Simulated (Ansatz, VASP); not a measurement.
**SiHC: VASP beside Ansatz**

The input INCAR:

```
PREC     = Accurate       # precision mode
ENCUT    = 910            # plane-wave cutoff, eV
EDIFF    = 1E-7           # SCF threshold, eV
ISMEAR   = 0              # smearing method
SIGMA    = 0.1            # smearing width, eV
LREAL    = F              # projectors in reciprocal space
LASPH    = T              # aspherical terms in the spheres
NELM     = 120            # most SCF steps
ALGO     = Normal         # electronic algorithm
ISIF     = 3              # what is computed and relaxed
LWAVE    = F              # write WAVECAR
LCHARG   = F              # write CHGCAR
GGA      = PE             # functional
IBRION   = 2              # ionic algorithm
NSW      = 90             # ionic steps
EDIFFG   = -0.04          # ionic threshold
GGA_COMPAT= F            
NELMIN   = 4
```

The input KPOINTS:

```
regular mesh
0
Gamma
  6 6 4
```

POSCAR

```
SiHC
1.0
    3.5156568000      0.0000000000      0.0000000000
   -1.7578284000      3.0446481000      0.0000000000
    0.0000000000      0.0000000000      3.9104681100
Si H C
1 1 1
Direct
    0.3333333300      0.6666666700      0.5000000000
    0.6666666700      0.3333333300      0.5000000000
    0.0000000000      0.0000000000      0.0000000000
```

Input for Ansatz:

```yaml
crystal:
  lattice:
    - [3.5156568, 0.0, 0.0]
    - [-1.7578284, 3.0446481, 0.0]
    - [0.0, 0.0, 3.91046811]
  atoms:
    - { symbol: Si, position: [0.33333333, 0.66666667, 0.5] }
    - { symbol: H, position: [0.66666667, 0.33333333, 0.5] }
    - { symbol: C, position: [0.0, 0.0, 0.0] }
basis:
  ecutwfc: 420
kpoints:
  mp_grid: { grid: [6, 6, 4] }
hamiltonian:
  xc: pbe
scf:
  occupations: { method: gaussian, width: 0.1 }
  lower_state_search: "off"
output:
  forces: true
  stress: true
  eigenvalues: true
relax:
  adjacent_minimum: "off"
  f_tol: 0.04
  max_steps: 70
  cell: { stress_tol: 0.4 }
```

Change from the starting cell: species swapped into the SrAlGe type (P-6m2, No. 187).

Alike in both runs: task relaxation of cell and atoms; functional PBE; k mesh 6 × 6 × 4; occupations gaussian, width 0.1 eV; no spin polarisation.

|  | VASP | Ansatz |
| --- | --- | --- |
| version | VASP 6.6.1 | Ansatz 0.2.0 |
| potentials or method | VASP PAW PBE potentials, release 64 (Si, H_h, C_h), cutoff 910 eV | scalar-relativistic, plane waves, PAW |
| valence electrons in the cell | 9 | 9 |

|  | VASP | Ansatz | Ansatz less VASP |
| --- | --- | --- | --- |
| gap on the k mesh at the Fermi level, each at its own relaxed structure (eV) | none | none | - |
| relaxed volume (Å³/atom) | 6.93 | 6.92 | -0.003 |
| relaxed cell length with the largest relative difference (Å) | 2.611 | 2.608 | -0.0029 |

A gap of «none» marks a metal or a gap that the smearing closes.

The k mesh is coarse, so the values compare programs but aren't converged. Noted on VASP's run: the cutoff is short for stress, so the pressure is rough; the volume moved by over 15 % at a fixed basis, so the end points are rough.
